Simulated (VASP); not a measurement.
# BaTiO3 (P4/mmm) in VASP: a series of runs

BaTiO3 is run at these levels: PBE; tasks: single point.

All numbers are computed with VASP 6.6.1; they aren't measurements. Logs are shortened: lines on timing, memory, paths and dates and some standing lists are left out, and cuts for length are marked.

### 1 The cell of the first run

Symmetry: P4/mmm, No. 123, tetragonal system. Conventional cell: a = 4.341 Å, b = 4.341 Å, c = 3.698 Å, α = 90.00°, β = 90.00°, γ = 90.00°. Ba (site symmetry 4/mmm) has 12 O at 2.85 to 3.07 Å and 8 Ti at 3.58 Å and 2 Ba at 3.70 Å within 3.8 Å. Ti (site symmetry 4/mmm) has 6 O at 1.85 to 2.17 Å within 2.5 Å. Within 2.5 Å of O (site symmetry 4/mmm) lie 2 Ti at 1.85 Å. Within 2.9 Å of O (site symmetry mmm) lie 2 Ti at 2.17 Å and 4 Ba at 2.85 Å and 4 O at 2.85 Å.

### 2 Single point, PBE

The input, INCAR:

```
SYSTEM = BaTiO3
PREC = Accurate
ENCUT = 520
EDIFF = 1E-6
ISMEAR = 1
SIGMA = 0.05
LREAL = .False.
LASPH = .True.
NELM = 80
ALGO = Normal
ISIF = 2
LWAVE = .False.
LCHARG = .True.
GGA = PE
LELF = .True.
LVHAR = .True.
NBANDS = 28
```

The input, KPOINTS:

```
regular mesh
0
Gamma
  8 8 8
  0 0 0
```

The input, POSCAR:

```
BaTiO3
1.0
    4.3407704104      0.0000000000      0.0000000000
    0.0000000000      4.3407704104      0.0000000000
    0.0000000000      0.0000000000      3.6977388148
Ba Ti O
1 1 3
Direct
    0.0000000000      0.0000000000      0.0000000000
    0.5000000000      0.5000000000      0.5000000000
    0.5000000000      0.5000000000      0.0000000000
    0.5000000000      0.0000000000      0.5000000000
    0.0000000000      0.5000000000      0.5000000000
```

Potentials or basis: VASP PAW PBE potentials, release 64 (Ba_sv, Ti_sv, O).

The run is started by

```
> cat potpaw_PBE.64/Ba_sv/POTCAR potpaw_PBE.64/Ti_sv/POTCAR potpaw_PBE.64/O/POTCAR > POTCAR
> mpirun -np 1 vasp_std > vasp.out
```

OUTCAR:

```text
SYSTEM = BaTiO3
   PREC = Accurate
   ENCUT = 520
   EDIFF = 1E-6
   ISMEAR = 1
   LREAL = .False.
   LASPH = .True.
   NELM = 80
   ISIF = 2
   GGA = PE

 ion  position               nearest neighbor table
   1  0.000  0.000  0.000-   4 2.85   5 2.85   4 2.85   5 2.85   5 2.85   5 2.85   4 2.85   4 2.85
                             3 3.07   3 3.07   3 3.07   3 3.07   2 3.58   2 3.58   2 3.58   2 3.58
   2  0.500  0.500  0.500-   3 1.85   3 1.85   5 2.17   4 2.17   4 2.17   5 2.17   1 3.58   1 3.58
                             1 3.58   1 3.58   1 3.58   1 3.58   1 3.58   1 3.58
   3  0.500  0.500  0.000-   2 1.85   2 1.85   1 3.07   1 3.07   1 3.07   1 3.07
   4  0.500  0.000  0.500-   2 2.17   2 2.17   1 2.85   1 2.85   1 2.85   1 2.85
   5  0.000  0.500  0.500-   2 2.17   2 2.17   1 2.85   1 2.85   1 2.85   1 2.85

  LATTYP: Found a simple tetragonal cell.
 ALAT       =     4.3407704104
 C/A-ratio  =     0.8518623344

  Lattice vectors:

 A1 = (   4.3407704104,   0.0000000000,   0.0000000000)
 A2 = (   0.0000000000,   4.3407704104,   0.0000000000)
 A3 = (   0.0000000000,   0.0000000000,   3.6977388148)

Analysis of symmetry for initial positions (statically):
=====================================================================
 Subroutine PRICEL returns:
 Original cell was already a primitive cell.

 Routine SETGRP: Setting up the symmetry group for a
 simple tetragonal supercell.

 Subroutine GETGRP returns: Found 16 space group operations
 (whereof 16 operations were pure point group operations)
 out of a pool of 16 trial point group operations.

The static configuration has the point symmetry D_4h.

Analysis of symmetry for dynamics (positions and initial velocities):
=====================================================================
 Subroutine PRICEL returns:
 Original cell was already a primitive cell.

 Routine SETGRP: Setting up the symmetry group for a
 simple tetragonal supercell.

 Subroutine GETGRP returns: Found 16 space group operations
 (whereof 16 operations were pure point group operations)
 out of a pool of 16 trial point group operations.

The dynamic configuration has the point symmetry D_4h.

 Subroutine INISYM returns: Found 16 space group operations
 (whereof 16 operations are pure point group operations),
 and found     1 'primitive' translations

----------------------------------------------------------------------------------------

                                     Primitive cell

  volume of cell :      69.6739

  direct lattice vectors                    reciprocal lattice vectors
     4.340770410  0.000000000  0.000000000     0.230373852  0.000000000  0.000000000
     0.000000000  4.340770410  0.000000000     0.000000000  0.230373852  0.000000000
     0.000000000  0.000000000  3.697738815     0.000000000  0.000000000  0.270435542

  length of vectors
     4.340770410  4.340770410  3.697738815     0.230373852  0.230373852  0.270435542

  position of ions in fractional coordinates (direct lattice)
     0.000000000  0.000000000  0.000000000
     0.500000000  0.500000000  0.500000000
     0.500000000  0.500000000  0.000000000
     0.500000000  0.000000000  0.500000000
     0.000000000  0.500000000  0.500000000

  ion indices of the primitive-cell ions
   primitive index   ion index
                 1           1
                 2           2
                 3           3
                 4           4
                 5           5

----------------------------------------------------------------------------------------

 KPOINTS: regular mesh

Automatic generation of k-mesh.
 Grid dimensions read from file:
 generate k-points for:    8    8    8

 Generating k-lattice:

  Cartesian coordinates                     Fractional coordinates (reciprocal lattice)
     0.028796731  0.000000000  0.000000000     0.125000000  0.000000000  0.000000000
     0.000000000  0.028796731  0.000000000     0.000000000  0.125000000  0.000000000
     0.000000000  0.000000000  0.033804443     0.000000000  0.000000000  0.125000000

  Length of vectors
     0.028796731  0.028796731  0.033804443

  Shift w.r.t. Gamma in fractional coordinates (k-lattice)
     0.000000000  0.000000000  0.000000000

 Subroutine IBZKPT returns following result:
 ===========================================

 Found     75 irreducible k-points:

 Following reciprocal coordinates:
            Coordinates               Weight
  0.000000  0.000000  0.000000      1.000000
  0.125000  0.000000  0.000000      4.000000
  0.250000  0.000000  0.000000      4.000000
  0.375000  0.000000  0.000000      4.000000
  0.500000  0.000000  0.000000      2.000000
  0.125000  0.125000  0.000000      4.000000
[... 16 lines left out ...]
  0.375000  0.125000  0.125000     16.000000
  0.500000  0.125000  0.125000      8.000000
 [... further k-points ...]
   k-points           NKPTS =     75   k-points in BZ     NKDIM =     75   number of bands    NBANDS=     28
   number of dos      NEDOS =    301   number of ions     NIONS =      5
   total plane-waves  NPLWV =  28672
   dimension x,y,z NGX =    32 NGY =   32 NGZ =   28
   dimension x,y,z NGXF=    64 NGYF=   64 NGZF=   56
   ions per type =               1   1   3
   NGX,Y,Z   is equivalent  to a cutoff of  12.26, 12.26, 12.59 a.u.
   NGXF,Y,Z  is equivalent  to a cutoff of  24.51, 24.51, 25.18 a.u.
 SYSTEM =  BaTiO3
   PREC   = accura    normal or accurate (medium, high low for compatibility)
   ISTART =      0    job   : 0-new  1-cont  2-samecut
   ICHARG =      2    charge: 1-file 2-atom 10-const
   ISPIN  =      1    spin polarized calculation?
   LNONCOLLINEAR =      F non collinear calculations
   LSORBIT =      F    spin-orbit coupling
   LASPH  =      T    aspherical Exc in radial PAW
   ENCUT  =  520.0 eV  38.22 Ry    6.18 a.u.   8.07  8.07  6.88*2*pi/ulx,y,z
   NELM   =     80;   NELMIN=  2; NELMDL= -5     # of ELM steps
   EDIFF  = 0.1E-05   stopping-criterion for ELM
   LREAL  =      F    real-space projection
   EDIFFG = 0.1E-04   stopping-criterion for IOM
   NSW    =      0    number of steps for IOM
   IBRION =     -1    ionic relax: 0-MD 1-quasi-New 2-CG
   NFREE  =      0    steps in history (QN), initial steepest desc. (CG)
   ISIF   =      2    stress and relaxation
   ISYM   =      2    0-nonsym 1-usesym 2-fastsym
   POTIM  = 0.5000    time-step for ionic-motion
   TEBEG  =    0.0;   TEEND  =   0.0 temperature during run
   PSTRESS=    0.0 pullay stress
   NELECT =      40.0000    total number of electrons
   NUPDOWN=      -1.0000    fix difference up-down
   EMIN   =  10.00;   EMAX   =-10.00  energy-range for DOS
   EFERMI =   0.00;   METHOD = LEGACY
   ISMEAR =     1;   SIGMA  =   0.05  broadening in eV -4-tet -1-fermi 0-gaus
   EFERMI_NEDOS =   21; number of points for ismear=-14 and -15
   IALGO  =     38    algorithm
   IMIX   =      4    mixing-type and parameters
     AMIX     =   0.40;   BMIX     =  1.00
     AMIX_MAG =   1.60;   BMIX_MAG =  1.00
  volume/ion in A,a.u.               =      13.93        94.04
  Fermi-wavevector in a.u.,A,eV,Ry     =   1.360624  2.571207 25.188443  1.851298
  Thomas-Fermi vector in A             =   2.487270
   LORBIT       =      0    0 simple, 1 ext, 2 COOP (PROOUT), +10 PAW based schemes
   GGA     = PE    functional components
   LHFCALC =     F    Hartree Fock is set to
   AEXX    =    0.0000 exact exchange contribution
   IVDW    =     0    specifies the selected vdW correction
   LEPSILON=     F    determine dielectric tensor
   LRPA    =     F    only Hartree local field effects (RPA)
 non-spin polarized calculation
 Methfessel and Paxton  Order N= 1 SIGMA  =   0.05
  energy-cutoff  :      520.00
  volume of cell :       69.67
 maximum number of plane-waves:      1904
   NGX = 17   NGY = 17   NGZ = 13

 number of electron      39.9999988 magnetization

 Free energy of the ion-electron system (eV)
  ---------------------------------------------------
  ext. energy  EPLUGINS =         0.00000000
  ---------------------------------------------------
  free energy    TOTEN  =       -39.26226850 eV

  energy without entropy =      -39.26226850  energy(sigma->0) =      -39.26226850

 E-fermi :   3.5593     XC(G=0): -10.8156

 val. band max:        3.3160903387   @ k =   0.5000   0.5000   0.5000
 cond. band min:       4.6544973374   @ k =   0.0000   0.0000   0.0000
 fundamental gap:      1.3384069987
 Fermi energy:         3.5592807297

 k-point     1 :       0.0000    0.0000    0.0000
  band No.  band energies     occupation
      1     -53.6824      2.00000
      2     -29.9455      2.00000
      3     -29.8584      2.00000
      4     -29.8584      2.00000
      5     -21.8573      2.00000
      6     -14.1708      2.00000
[... 20 lines left out ...]
     27       9.0105      0.00000
     28      10.0609      0.00000

 k-point     2 :       0.1250    0.0000    0.0000
  band No.  band energies     occupation
      1     -53.6823      2.00000
      2     -29.9455      2.00000
      3     -29.8609      2.00000
      4     -29.8583      2.00000
      5     -21.8498      2.00000
      6     -14.1795      2.00000
[... 20 lines left out ...]
     27       9.2221      0.00000
     28      10.3207      0.00000

 k-point     3 :       0.2500    0.0000    0.0000
  band No.  band energies     occupation
      1     -53.6822      2.00000
      2     -29.9453      2.00000
      3     -29.8669      2.00000
      4     -29.8581      2.00000
      5     -21.8317      2.00000
      6     -14.2036      2.00000
[... 20 lines left out ...]
     27       9.7108      0.00000
     28      11.1093      0.00000

 k-point     4 :       0.3750    0.0000    0.0000
  band No.  band energies     occupation
      1     -53.6822      2.00000
      2     -29.9451      2.00000
      3     -29.8728      2.00000
      4     -29.8579      2.00000
      5     -21.8134      2.00000
      6     -14.2317      2.00000
[... 578 lines left out ...]
     27      10.1521      0.00000
     28      10.9020      0.00000

 k-point    23 :       0.3750    0.1250    0.1250
  band No.  band energies     occupation
      1     -53.6816      2.00000
      2     -29.9644      2.00000
      3     -29.8718      2.00000
      4     -29.8595      2.00000
      5     -21.7865      2.00000
      6     -14.0728      2.00000
[... 20 lines left out ...]
     27      10.6102      0.00000
     28      11.0957      0.00000

 k-point    24 :       0.5000    0.1250    0.1250
  band No.  band energies     occupation
      1     -53.6816      2.00000
      2     -29.9643      2.00000
      3     -29.8742      2.00000
      4     -29.8594      2.00000
      5     -21.7796      2.00000
      6     -14.0810      2.00000
[... 20 lines left out ...]
     27      10.8043      0.00000
     28      11.1212      0.00000

 [... further k-points ...]

------------------------ aborting loop because EDIFF is reached ----------------------------------------

  FORCE on cell =-STRESS in cart. coord.  units (eV):
  Direction    XX          YY          ZZ          XY          YZ          ZX
  --------------------------------------------------------------------------------------
  -------------------------------------------------------------------------------------
  Total       -5.8384864     -5.8384864      7.3070484      0.0000000     -0.0000000      0.0000000
  in kB     -134.2582517   -134.2582517    168.0284032      0.0000000     -0.0000000      0.0000000
  external PRESSURE =     -33.4960334 kB  Pullay stress =       0.0000000 kB

 VOLUME and BASIS-vectors are now :
 -----------------------------------------------------------------------------
  energy-cutoff  :      520.00
  volume of cell :       69.67
      direct lattice vectors                 reciprocal lattice vectors
     4.340770410  0.000000000  0.000000000     0.230373852  0.000000000  0.000000000
     0.000000000  4.340770410  0.000000000     0.000000000  0.230373852  0.000000000
     0.000000000  0.000000000  3.697738815     0.000000000  0.000000000  0.270435542

 POSITION                                       TOTAL-FORCE (eV/Angst)
 -----------------------------------------------------------------------------------
      0.00000      0.00000      0.00000         0.000000      0.000000      0.000000
      2.17039      2.17039      1.84887         0.000000      0.000000      0.000000
      2.17039      2.17039      0.00000         0.000000      0.000000      0.000000
      2.17039      0.00000      1.84887         0.000000      0.000000      0.000000
      0.00000      2.17039      1.84887         0.000000      0.000000      0.000000
 -----------------------------------------------------------------------------------
    total drift:                                0.000000     -0.000000     -0.000000

  FREE ENERGIE OF THE ION-ELECTRON SYSTEM (eV)
  ---------------------------------------------------
  free  energy   TOTEN  =       -39.2622684952 eV

  energy  without entropy=      -39.2622684952  energy(sigma->0) =      -39.26226850
```

It took 47 s on 1 thread of Intel Xeon 6975P-C (Granite Rapids), shared host; peak memory 0.27 GiB.

Results:

```
Free energy            : -39.2623 eV
Pressure               : -3.3 GPa
Band gap on the k mesh : 1.34 eV (least direct gap 1.50 eV)
```

Stress tensor (GPa, compression positive):
```
-13.43   0.00   0.00
  0.00 -13.43   0.00
  0.00   0.00  16.80
```

Caveat: the cell stands under tension; spin-orbit coupling is left out, which moves the levels of the heavy elements.

[end of part 1 of 2]
